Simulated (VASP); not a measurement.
# Mo (Fm-3m) in VASP: single point with PBEsol

Aim: the single point of Mo with PBEsol.

Program: VASP 6.6.1. These are calculated values, not measurements. Logs are shortened: lines on timing, memory, paths and dates and some standing lists are left out, and cuts for length are marked.

## Step 1: The cell of the first run

It takes space group Fm-3m (No. 225, cubic). The conventional cell has a = 3.962 Å, b = 3.962 Å, c = 3.962 Å, α = 90.00°, β = 90.00°, γ = 90.00°. Mo (site symmetry m-3m) has 12 Mo at 2.80 Å within 3.7 Å.

## Step 2: Single point, PBEsol

INCAR reads:

```
PREC = Accurate
ENCUT = 520
EDIFF = 1E-7
ISMEAR = -1
SIGMA = 0.13605693000000002
LREAL = False
LASPH = True
NELM = 80
ALGO = Normal
ISIF = 2
LWAVE = False
LCHARG = False
GGA = PS
NBANDS = 13
```

KPOINTS reads:

```
regular mesh
0
Gamma
  14 14 14
```

POSCAR reads:

```
Mo
1.0
    0.0000000000      1.9809440113      1.9809440113
    1.9809440113      0.0000000000      1.9809440113
    1.9809440113      1.9809440113      0.0000000000
Mo
1
Direct
    0.0000000000      0.0000000000      0.0000000000
```

Potentials or basis: VASP PAW PBE potentials, release 64 (Mo_sv).

Launch:

```bash
$ cat potpaw_PBE.64/Mo_sv/POTCAR > POTCAR
$ mpirun -np 1 vasp_std > vasp.out
```

OUTCAR:

```text
PREC = Accurate
   ENCUT = 520
   EDIFF = 1E-7
   ISMEAR = -1
   LREAL = False
   LASPH = True
   NELM = 80
   ISIF = 2
   GGA = PS

 ion  position               nearest neighbor table
   1  0.000  0.000  0.000-

  LATTYP: Found a face centered cubic cell.
 ALAT       =     3.9618880226

  Lattice vectors:

 A1 = (   0.0000000000,   1.9809440113,   1.9809440113)
 A2 = (   1.9809440113,   0.0000000000,   1.9809440113)
 A3 = (   1.9809440113,   1.9809440113,   0.0000000000)

Analysis of symmetry for initial positions (statically):
=====================================================================
 Subroutine PRICEL returns:
 Original cell was already a primitive cell.

 Routine SETGRP: Setting up the symmetry group for a
 face centered cubic supercell.

 Subroutine GETGRP returns: Found 48 space group operations
 (whereof 48 operations were pure point group operations)
 out of a pool of 48 trial point group operations.

The static configuration has the point symmetry O_h .

Analysis of symmetry for dynamics (positions and initial velocities):
=====================================================================
 Subroutine PRICEL returns:
 Original cell was already a primitive cell.

 Routine SETGRP: Setting up the symmetry group for a
 face centered cubic supercell.

 Subroutine GETGRP returns: Found 48 space group operations
 (whereof 48 operations were pure point group operations)
 out of a pool of 48 trial point group operations.

The dynamic configuration has the point symmetry O_h .

 Subroutine INISYM returns: Found 48 space group operations
 (whereof 48 operations are pure point group operations),
 and found     1 'primitive' translations

----------------------------------------------------------------------------------------

                                     Primitive cell

  volume of cell :      15.5470

  direct lattice vectors                    reciprocal lattice vectors
     0.000000000  1.980944011  1.980944011    -0.252404913  0.252404913  0.252404913
     1.980944011  0.000000000  1.980944011     0.252404913 -0.252404913  0.252404913
     1.980944011  1.980944011  0.000000000     0.252404913  0.252404913 -0.252404913

  length of vectors
     2.801477887  2.801477887  2.801477887     0.437178133  0.437178133  0.437178133

  position of ions in fractional coordinates (direct lattice)
     0.000000000  0.000000000  0.000000000

  ion indices of the primitive-cell ions
   primitive index   ion index
                 1           1

----------------------------------------------------------------------------------------

 KPOINTS: regular mesh

Automatic generation of k-mesh.
 Grid dimensions read from file:
 generate k-points for:   14   14   14

 Generating k-lattice:

  Cartesian coordinates                     Fractional coordinates (reciprocal lattice)
    -0.018028922  0.018028922  0.018028922     0.071428571  0.000000000  0.000000000
     0.018028922 -0.018028922  0.018028922     0.000000000  0.071428571  0.000000000
     0.018028922  0.018028922 -0.018028922     0.000000000  0.000000000  0.071428571

  Length of vectors
     0.031227009  0.031227009  0.031227009

  Shift w.r.t. Gamma in fractional coordinates (k-lattice)
     0.000000000  0.000000000  0.000000000

 Subroutine IBZKPT returns following result:
 ===========================================

 Found    104 irreducible k-points:

 Following reciprocal coordinates:
            Coordinates               Weight
  0.000000  0.000000  0.000000      1.000000
  0.071429  0.000000  0.000000      8.000000
  0.142857  0.000000  0.000000      8.000000
  0.214286  0.000000  0.000000      8.000000
  0.285714  0.000000  0.000000      8.000000
  0.357143  0.000000  0.000000      8.000000
[... 16 lines left out ...]
  0.214286  0.142857  0.000000     24.000000
  0.285714  0.142857  0.000000     24.000000
 [... further k-points ...]
   k-points           NKPTS =    104   k-points in BZ     NKDIM =    104   number of bands    NBANDS=     13
   number of dos      NEDOS =    301   number of ions     NIONS =      1
   total plane-waves  NPLWV =  13824
   dimension x,y,z NGX =    24 NGY =   24 NGZ =   24
   dimension x,y,z NGXF=    48 NGYF=   48 NGZF=   48
   ions per type =               1
   NGX,Y,Z   is equivalent  to a cutoff of  14.24, 14.24, 14.24 a.u.
   NGXF,Y,Z  is equivalent  to a cutoff of  28.48, 28.48, 28.48 a.u.
 SYSTEM =  unknown system
   PREC   = accura    normal or accurate (medium, high low for compatibility)
   ISTART =      0    job   : 0-new  1-cont  2-samecut
   ICHARG =      2    charge: 1-file 2-atom 10-const
   ISPIN  =      1    spin polarized calculation?
   LNONCOLLINEAR =      F non collinear calculations
   LSORBIT =      F    spin-orbit coupling
   LASPH  =      T    aspherical Exc in radial PAW
   ENCUT  =  520.0 eV  38.22 Ry    6.18 a.u.   5.21  5.21  5.21*2*pi/ulx,y,z
   NELM   =     80;   NELMIN=  2; NELMDL= -5     # of ELM steps
   EDIFF  = 0.1E-06   stopping-criterion for ELM
   LREAL  =      F    real-space projection
   EDIFFG = 0.1E-05   stopping-criterion for IOM
   NSW    =      0    number of steps for IOM
   IBRION =     -1    ionic relax: 0-MD 1-quasi-New 2-CG
   NFREE  =      0    steps in history (QN), initial steepest desc. (CG)
   ISIF   =      2    stress and relaxation
   ISYM   =      2    0-nonsym 1-usesym 2-fastsym
   POTIM  = 0.5000    time-step for ionic-motion
   TEBEG  =    0.0;   TEEND  =   0.0 temperature during run
   PSTRESS=    0.0 pullay stress
   NELECT =      14.0000    total number of electrons
   NUPDOWN=      -1.0000    fix difference up-down
   EMIN   =  10.00;   EMAX   =-10.00  energy-range for DOS
   EFERMI =   0.00;   METHOD = LEGACY
   ISMEAR =    -1;   SIGMA  =   0.14  broadening in eV -4-tet -1-fermi 0-gaus
   EFERMI_NEDOS =   21; number of points for ismear=-14 and -15
   IALGO  =     38    algorithm
   IMIX   =      4    mixing-type and parameters
     AMIX     =   0.40;   BMIX     =  1.00
     AMIX_MAG =   1.60;   BMIX_MAG =  1.00
  volume/ion in A,a.u.               =      15.55       104.92
  Fermi-wavevector in a.u.,A,eV,Ry     =   1.580891  2.987451 34.003911  2.499217
  Thomas-Fermi vector in A             =   2.681050
   LORBIT       =      0    0 simple, 1 ext, 2 COOP (PROOUT), +10 PAW based schemes
   GGA     = PS    functional components
   LHFCALC =     F    Hartree Fock is set to
   AEXX    =    0.0000 exact exchange contribution
   IVDW    =     0    specifies the selected vdW correction
   LEPSILON=     F    determine dielectric tensor
   LRPA    =     F    only Hartree local field effects (RPA)
 non-spin polarized calculation
  energy-cutoff  :      520.00
  volume of cell :       15.55
 maximum number of plane-waves:       444
 NGX is ok and might be reduce to    24
   NGX = 11   NGY = 11   NGZ = 11

 number of electron      13.9999999 magnetization

 Free energy of the ion-electron system (eV)
  ---------------------------------------------------
  ext. energy  EPLUGINS =         0.00000000
  ---------------------------------------------------
  free energy    TOTEN  =       -11.38207153 eV

  energy without entropy =      -11.30677000  energy(sigma->0) =      -11.34442077

 E-fermi :  12.1453     XC(G=0): -13.5418

 val. band max:       12.1430089460   @ k =   0.5000   0.1429   0.0000
 cond. band min:      12.1889289488   @ k =  -0.4286   0.4286   0.1429
 fundamental gap:      0.0459200028
 Fermi energy:        12.1452653120

 k-point     1 :       0.0000    0.0000    0.0000
  band No.  band energies     occupation
      1     -48.4822      2.00000
      2     -21.7791      2.00000
      3     -21.7791      2.00000
      4     -21.7791      2.00000
      5       5.2513      2.00000
      6      11.3663      1.99350
      7      11.3663      1.99350
      8      11.3663      1.99350
      9      14.1612      0.00000
     10      14.1612      0.00000
     11      25.2223      0.00000
     12      30.5943      0.00000
     13      30.5943      0.00000

 k-point     2 :       0.0714    0.0000    0.0000
  band No.  band energies     occupation
      1     -48.4698      2.00000
      2     -21.8555      2.00000
      3     -21.7885      2.00000
      4     -21.7885      2.00000
      5       5.4666      2.00000
      6      11.2190      1.99779
      7      11.4637      1.98674
      8      11.4637      1.98674
      9      14.0812      0.00000
     10      14.0812      0.00000
     11      25.6392      0.00000
     12      29.7287      0.00000
     13      30.9844      0.00000

 k-point     3 :       0.1429    0.0000    0.0000
  band No.  band energies     occupation
      1     -48.4348      2.00000
      2     -22.0665      2.00000
      3     -21.8150      2.00000
      4     -21.8150      2.00000
      5       6.0575      2.00000
      6      10.8906      1.99980
      7      11.6873      1.93325
      8      11.6873      1.93325
      9      13.9457      0.00000
     10      13.9457      0.00000
     11      26.6491      0.00000
     12      28.2866      0.00000
     13      32.0974      0.00000
[... 305 lines left out ...]
 k-point    23 :       0.2143    0.1429    0.0000
  band No.  band energies     occupation
      1     -48.3811      2.00000
      2     -22.2499      2.00000
      3     -21.9272      2.00000
      4     -21.9155      2.00000
      5       6.9363      2.00000
      6      10.0394      2.00000
      7      12.1117      1.12266
      8      12.3662      0.32944
      9      13.0232      0.00315
     10      14.7000      0.00000
     11      28.3060      0.00000
     12      28.6968      0.00000
     13      31.7054      0.00000

 k-point    24 :       0.2857    0.1429    0.0000
  band No.  band energies     occupation
      1     -48.3314      2.00000
      2     -22.5128      2.00000
      3     -21.9748      2.00000
      4     -21.9602      2.00000
      5       7.6262      2.00000
      6       9.8608      2.00000
      7      11.6111      1.96132
      8      12.4726      0.16550
      9      13.8732      0.00001
     10      15.1089      0.00000
     11      27.2003      0.00000
     12      29.6076      0.00000
     13      32.2484      0.00000

 [... further k-points ...]
[... 5 lines left out ...]
  --------------------------------------------------------------------------------------
  -------------------------------------------------------------------------------------
  Total        0.0622651      0.0622651      0.0622651      0.0000000     -0.0000000      0.0000000
  in kB        6.4166516      6.4166516      6.4166516      0.0000000     -0.0000000      0.0000000
  external PRESSURE =       6.4166516 kB  Pullay stress =       0.0000000 kB

 VOLUME and BASIS-vectors are now :
 -----------------------------------------------------------------------------
  energy-cutoff  :      520.00
  volume of cell :       15.55
      direct lattice vectors                 reciprocal lattice vectors
     0.000000000  1.980944011  1.980944011    -0.252404913  0.252404913  0.252404913
     1.980944011  0.000000000  1.980944011     0.252404913 -0.252404913  0.252404913
     1.980944011  1.980944011  0.000000000     0.252404913  0.252404913 -0.252404913

 POSITION                                       TOTAL-FORCE (eV/Angst)
 -----------------------------------------------------------------------------------
      0.00000      0.00000      0.00000         0.000000      0.000000      0.000000
 -----------------------------------------------------------------------------------
    total drift:                               -0.000000      0.000000      0.000000

  FREE ENERGIE OF THE ION-ELECTRON SYSTEM (eV)
  ---------------------------------------------------
  free  energy   TOTEN  =       -11.3820715290 eV

  energy  without entropy=      -11.3067700018  energy(sigma->0) =      -11.34442077
```

Run time: 21 s. Hardware: 1 thread of Intel Xeon Platinum 8259CL at 2.50GHz (Skylake/Cascade Lake), shared host; peak memory 0.15 GiB.

Results:

```yaml
Free_energy: -11.3821 eV
Pressure: 0.6 GPa
Band_gap_on_the_k_mesh: zero (band 7 reaches 16.29 eV, above the bottom of band 8 at 11.37 eV)
```

Caveat: the PAW data sets were made with another functional, which shifts forces and pressure a little.
